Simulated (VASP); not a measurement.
# Ca2Zr2N (P6/mmm) in VASP: a series of runs, part 2 of 2

VASP 6.6.1. The steps go on from the part before.

## 6. Relaxation of cell and atoms, PBE

This run uses another cell than the first one, of 40.94 Å³/atom.

INCAR reads:

```
PREC     = Accurate       # precision mode
ENCUT    = 600            # plane-wave cutoff, eV
EDIFF    = 1E-6           # SCF threshold, eV
ISMEAR   = 0              # smearing method
SIGMA    = 0.1            # smearing width, eV
LREAL    = False          # projectors in reciprocal space
LASPH    = True           # aspherical terms in the spheres
NELM     = 100            # most SCF steps
ALGO     = Normal         # electronic algorithm
ISIF     = 3              # what is computed and relaxed
LWAVE    = False          # write WAVECAR
LCHARG   = False          # write CHGCAR
GGA      = PE             # functional
IBRION   = 2              # ionic algorithm
NSW      = 100            # ionic steps
EDIFFG   = -0.01          # ionic threshold
```

KPOINTS reads:

```
regular mesh
0
Gamma
  6 6 6
```

POSCAR reads:

```
Ca2Zr2N
1.0
    5.9709475621      0.0000000000      0.0000000000
   -2.9854737810      5.1709922734      0.0000000000
    0.0000000000      0.0000000000      6.6302862285
Ca Zr N
2 2 1
Direct
    0.3333333333      0.6666666667      0.0000000000
    0.6666666667      0.3333333333      0.0000000000
    0.0000000000      0.0000000000      0.7863672106
    0.0000000000      0.0000000000      0.2136327894
    0.0000000000      0.0000000000      0.5000000000
```

Potentials or basis: VASP PAW PBE potentials, release 64 (Ca_sv, Zr_sv, N).

Launch:

```bash
$ cat potpaw_PBE.64/Ca_sv/POTCAR potpaw_PBE.64/Zr_sv/POTCAR potpaw_PBE.64/N/POTCAR > POTCAR
$ mpirun -np 1 vasp_std > vasp.out
```

OUTCAR:

```text
PREC = Accurate
   ENCUT = 600
   EDIFF = 1E-6
   ISMEAR = 0
   LREAL = False
   LASPH = True
   NELM = 100
   ISIF = 3
   GGA = PE
   IBRION = 2
   NSW = 100
   EDIFFG = -0.01

 ion  position               nearest neighbor table
   1  0.333  0.667  0.000-
   2  0.667  0.333  0.000-
   3  0.000  0.000  0.786-   5 1.90   4 2.83   4 3.80
   4  0.000  0.000  0.214-   5 1.90   3 2.83   3 3.80
   5  0.000  0.000  0.500-   3 1.90   4 1.90

  LATTYP: Found a hexagonal cell.
 ALAT       =     5.9709475621
 C/A-ratio  =     1.1104244610

  Lattice vectors:

 A1 = (   5.9709475621,   0.0000000000,   0.0000000000)
 A2 = (  -2.9854737810,   5.1709922734,   0.0000000000)
 A3 = (   0.0000000000,   0.0000000000,   6.6302862285)

Analysis of symmetry for initial positions (statically):
=====================================================================
 Subroutine PRICEL returns:
 Original cell was already a primitive cell.

 Routine SETGRP: Setting up the symmetry group for a
 hexagonal supercell.

 Subroutine GETGRP returns: Found 24 space group operations
 (whereof 24 operations were pure point group operations)
 out of a pool of 24 trial point group operations.

The static configuration has the point symmetry D_6h.

Analysis of symmetry for dynamics (positions and initial velocities):
=====================================================================
 Subroutine PRICEL returns:
 Original cell was already a primitive cell.

 Routine SETGRP: Setting up the symmetry group for a
 hexagonal supercell.

 Subroutine GETGRP returns: Found 24 space group operations
 (whereof 24 operations were pure point group operations)
 out of a pool of 24 trial point group operations.

The dynamic configuration has the point symmetry D_6h.

 Subroutine INISYM returns: Found 24 space group operations
 (whereof 24 operations are pure point group operations),
 and found     1 'primitive' translations

----------------------------------------------------------------------------------------

                                     Primitive cell

  volume of cell :     204.7149

  direct lattice vectors                    reciprocal lattice vectors
     5.970947562  0.000000000  0.000000000     0.167477605  0.096693241  0.000000000
    -2.985473781  5.170992273  0.000000000     0.000000000  0.193386481  0.000000000
     0.000000000  0.000000000  6.630286229     0.000000000  0.000000000  0.150823051

  length of vectors
     5.970947562  5.970947562  6.630286229     0.193386481  0.193386481  0.150823051

  position of ions in fractional coordinates (direct lattice)
     0.333333333  0.666666667  0.000000000
     0.666666667  0.333333333  0.000000000
     0.000000000  0.000000000  0.786367211
     0.000000000  0.000000000  0.213632789
     0.000000000  0.000000000  0.500000000

  ion indices of the primitive-cell ions
   primitive index   ion index
                 1           1
                 2           2
[... 24 lines left out ...]

 Subroutine IBZKPT returns following result:
 ===========================================

 Found     28 irreducible k-points:

 Following reciprocal coordinates:
            Coordinates               Weight
  0.000000  0.000000  0.000000      1.000000
  0.166667  0.000000  0.000000      6.000000
  0.333333 -0.000000  0.000000      6.000000
  0.500000 -0.000000  0.000000      3.000000
  0.166667  0.166667  0.000000      6.000000
  0.333333  0.166667  0.000000     12.000000
[... 16 lines left out ...]
  0.166667  0.000000  0.500000      6.000000
  0.333333 -0.000000  0.500000      6.000000
 [... further k-points ...]
   k-points           NKPTS =     28   k-points in BZ     NKDIM =     28   number of bands    NBANDS=     29
   number of dos      NEDOS =    301   number of ions     NIONS =      5
   total plane-waves  NPLWV = 124416
   dimension x,y,z NGX =    48 NGY =   48 NGZ =   54
   dimension x,y,z NGXF=    96 NGYF=   96 NGZF=  108
   ions per type =               2   2   1
   NGX,Y,Z   is equivalent  to a cutoff of  13.36, 13.36, 13.54 a.u.
   NGXF,Y,Z  is equivalent  to a cutoff of  26.73, 26.73, 27.08 a.u.
 SYSTEM =  unknown system
   PREC   = accura    normal or accurate (medium, high low for compatibility)
   ISTART =      0    job   : 0-new  1-cont  2-samecut
   ICHARG =      2    charge: 1-file 2-atom 10-const
   ISPIN  =      1    spin polarized calculation?
   LNONCOLLINEAR =      F non collinear calculations
   LSORBIT =      F    spin-orbit coupling
   LASPH  =      T    aspherical Exc in radial PAW
   ENCUT  =  600.0 eV  44.10 Ry    6.64 a.u.  11.93 11.93 13.24*2*pi/ulx,y,z
   NELM   =    100;   NELMIN=  2; NELMDL= -5     # of ELM steps
   EDIFF  = 0.1E-05   stopping-criterion for ELM
   LREAL  =      F    real-space projection
   EDIFFG = -.1E-01   stopping-criterion for IOM
   NSW    =    100    number of steps for IOM
   IBRION =      2    ionic relax: 0-MD 1-quasi-New 2-CG
   NFREE  =      1    steps in history (QN), initial steepest desc. (CG)
   ISIF   =      3    stress and relaxation
   ISYM   =      2    0-nonsym 1-usesym 2-fastsym
   POTIM  = 0.5000    time-step for ionic-motion
   TEBEG  =    0.0;   TEEND  =   0.0 temperature during run
   PSTRESS=    0.0 pullay stress
   NELECT =      49.0000    total number of electrons
   NUPDOWN=      -1.0000    fix difference up-down
   EMIN   =  10.00;   EMAX   =-10.00  energy-range for DOS
   EFERMI =   0.00;   METHOD = LEGACY
   ISMEAR =     0;   SIGMA  =   0.10  broadening in eV -4-tet -1-fermi 0-gaus
   EFERMI_NEDOS =   21; number of points for ismear=-14 and -15
   IALGO  =     38    algorithm
   IMIX   =      4    mixing-type and parameters
     AMIX     =   0.40;   BMIX     =  1.00
     AMIX_MAG =   1.60;   BMIX_MAG =  1.00
  volume/ion in A,a.u.               =      40.94       276.30
  Fermi-wavevector in a.u.,A,eV,Ry     =   1.016460  1.920831 14.057422  1.033191
  Thomas-Fermi vector in A             =   2.149805
   LORBIT       =      0    0 simple, 1 ext, 2 COOP (PROOUT), +10 PAW based schemes
   GGA     = PE    functional components
   LHFCALC =     F    Hartree Fock is set to
   AEXX    =    0.0000 exact exchange contribution
   IVDW    =     0    specifies the selected vdW correction
   LEPSILON=     F    determine dielectric tensor
   LRPA    =     F    only Hartree local field effects (RPA)
 conjugate gradient relaxation of ions
 non-spin polarized calculation
 Gauss-broadening in eV      SIGMA  =   0.10
  energy-cutoff  :      600.00
  volume of cell :      204.71
 maximum number of plane-waves:      6867
 NGX is ok and might be reduce to    48
   NGX = 23   NGY = 23   NGZ = 27

--------------------------------------- Ionic step        1  -------------------------------------------

 number of electron      49.0000000 magnetization

 Free energy of the ion-electron system (eV)
  ---------------------------------------------------
  ext. energy  EPLUGINS =         0.00000000
  ---------------------------------------------------
  free energy    TOTEN  =       -26.87685064 eV

  energy without entropy =      -26.84104268  energy(sigma->0) =      -26.85894666

------------------------ aborting loop because EDIFF is reached ----------------------------------------

  FORCE on cell =-STRESS in cart. coord.  units (eV):
  Direction    XX          YY          ZZ          XY          YZ          ZX
  --------------------------------------------------------------------------------------
  -------------------------------------------------------------------------------------
  Total        0.0901422      0.0901422      0.3080757      0.0000000     -0.0000000      0.0000000
  in kB        0.7054872      0.7054872      2.4111190      0.0000000     -0.0000000      0.0000000
  external PRESSURE =       1.2740311 kB  Pullay stress =       0.0000000 kB
[... 143 lines left out ...]
--------------------------------------- Ionic step        5  -------------------------------------------

 number of electron      49.0000000 magnetization

 Free energy of the ion-electron system (eV)
  ---------------------------------------------------
  ext. energy  EPLUGINS =         0.00000000
  ---------------------------------------------------
  free energy    TOTEN  =       -26.87718419 eV

  energy without entropy =      -26.84139834  energy(sigma->0) =      -26.85929126

 E-fermi :   1.6898     XC(G=0):  -7.2596

 val. band max:        1.6809417516   @ k =   0.0000   0.0000   0.1667
 cond. band min:       1.6931944911   @ k =   0.3333   0.3333   0.5000
 fundamental gap:      0.0122527396
 Fermi energy:         1.6898090128

 k-point     1 :       0.0000    0.0000    0.0000
  band No.  band energies     occupation
      1     -47.6143      2.00000
      2     -47.5241      2.00000
      3     -39.7937      2.00000
      4     -39.7603      2.00000
      5     -26.1188      2.00000
      6     -25.7053      2.00000
[... 757 lines left out ...]
     28       2.5159      0.00000
     29       2.8611      0.00000

 [... further k-points ...]
[... 5 lines left out ...]
  --------------------------------------------------------------------------------------
  -------------------------------------------------------------------------------------
  Total        0.0235332      0.0235332      0.0235280      0.0000000     -0.0000000      0.0000000
  in kB        0.1834303      0.1834303      0.1833900      0.0000000     -0.0000000      0.0000000
  external PRESSURE =       0.1834169 kB  Pullay stress =       0.0000000 kB
[... 20 lines left out ...]
  FREE ENERGIE OF THE ION-ELECTRON SYSTEM (eV)
  ---------------------------------------------------
  free  energy   TOTEN  =       -26.8771841901 eV

  energy  without entropy=      -26.8413983362  energy(sigma->0) =      -26.85929126

 reached required accuracy - stopping structural energy minimisation
```

It took 7.7 min on 1 thread of AMD EPYC 9R45 (Zen 5), shared host; peak memory 0.47 GiB.

Results:

| Item | Value |
| --- | --- |
| Free energy | -26.8772 eV |
| Relaxed volume | 41.11 Å³/atom |
| Relaxed cell | a = 5.978 Å, b = 5.978 Å, c = 6.642 Å, α = 90.00°, β = 90.00°, γ = 120.00° |
| Space group after relaxing (to 0.1 Å) | P6/mmm (No. 191) |
| Energy gained by relaxing | 0.1 meV/atom |
| Ionic steps | 5 |
| Pressure after relaxing | 0.0 GPa |
| Largest force after relaxing | 0.004 eV/Å |
| Band gap on the k mesh | zero (an odd number of electrons rules out a gap without spin polarisation) |

Forces in eV/Å, atoms in the order of the input:
```
Ca   0.000  0.000  0.000
Ca   0.000  0.000  0.000
Zr   0.000  0.000 -0.004
Zr   0.000  0.000  0.004
N    0.000  0.000  0.000
```

Step by step:
| step | energy change (eV) | largest force (eV/Å) | pressure (GPa) | volume (Å³) |
| --- | --- | --- | --- | --- |
| 1 | 0.0000 | 0.0317 | 0.13 | 204.71 |
| 2 | 0.0004 | 0.1392 | -0.13 | 205.68 |
| 3 | -0.0002 | 0.0350 | 0.03 | 205.09 |
| 4 | -0.0003 | 0.0112 | 0.01 | 205.42 |
| 5 | -0.0003 | 0.0035 | 0.02 | 205.55 |

Final structure:
```cif
data_structure
_symmetry_space_group_name_H-M 'P 1'
_symmetry_Int_Tables_number 1
_cell_length_a 5.9780
_cell_length_b 5.9780
_cell_length_c 6.6417
_cell_angle_alpha 90.000
_cell_angle_beta 90.000
_cell_angle_gamma 120.000
_cell_volume 205.55
loop_
_atom_site_label
_atom_site_type_symbol
_atom_site_fract_x
_atom_site_fract_y
_atom_site_fract_z
_atom_site_occupancy
Ca1 Ca 0.33333 0.66667 0.00000 1
Ca2 Ca 0.66667 0.33333 0.00000 1
Zr1 Zr 0.00000 0.00000 0.78619 1
Zr2 Zr 0.00000 0.00000 0.21381 1
N1 N 0.00000 0.00000 0.50000 1
```

## 7. The runs side by side

```csv
task,cell,k mesh,cutoff (eV),gap on the mesh (eV),pressure (GPa),relaxed volume (Å³/atom),largest force (eV/Å)
single point,"a = 4.306, b = 4.306, c = 5.879 Å, angles 90.0, 90.0, 120.0°, 5 atoms, atomic positions A",6 × 6 × 4,520,none,52.0,-,6.96
single point,"a = 5.971, b = 5.971, c = 6.630 Å, angles 90.0, 90.0, 120.0°, 5 atoms, atomic positions B",6 × 6 × 4,520,none,0.1,-,0.06
single point,"a = 5.976, b = 5.976, c = 6.641 Å, angles 90.0, 90.0, 120.0°, 5 atoms, atomic positions B",6 × 6 × 6,520,none,0.1,-,0.07
relaxation of cell and atoms,"relaxed from a = 4.306, b = 4.306, c = 5.879 Å, angles 90.0, 90.0, 120.0°, 5 atoms, atomic positions A",6 × 6 × 4,600,none,0.0,39.21,-
relaxation of cell and atoms,"relaxed from a = 5.971, b = 5.971, c = 6.630 Å, angles 90.0, 90.0, 120.0°, 5 atoms, atomic positions B",6 × 6 × 6,600,none,0.0,41.11,-
```

Alike in all rows: level PBE; potentials or basis VASP PAW PBE potentials, release 64 (Ca_sv, Zr_sv, N); no spin polarisation; smearing gaussian 0.1 eV.

Caveats: the cell stands under pressure (at least some runs); forces of over 1 eV/Å act on the atoms, so gaps and moduli don't describe the material at rest (at least some runs); the volume moved by over 15 % at a fixed basis, so the end points are rough (at least some runs).

Total energies depend on the potentials used, so only differences within one code and one set of settings carry meaning.
